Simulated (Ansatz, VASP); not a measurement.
# Two plane-wave programs on B

```
B
1.0
    -1.16898    1.16898    1.16898
     1.16898   -1.16898    1.16898
     1.16898    1.16898   -1.16898
B
1
Direct
  0.00000 0.00000 0.00000
```

Change from the starting cell: volume scaled by 1.04, PAW files.

Alike in both runs: task electric field gradients; functional PBE; k mesh 18 × 18 × 18; occupations fermi-dirac, width 0.08 eV; no spin polarisation.

```csv
,VASP,Ansatz
version,VASP 6.6.1,Ansatz 0.2.0
potentials or method,"VASP PAW PBE potentials, release 64 (B)","PAW with Ansatz's default frozen-core files, scalar-relativistic"
plane-wave cutoff (eV),520,420
valence electrons in the cell,3,3
```

Ansatz gave:

```
pressure (GPa) : -8.1
```

**Question.** Estimate VASP's values.

**Answer.** Pressure (GPa): -8.3.

With one functional, cell and mesh, what is left measures potentials, basis and numerics.
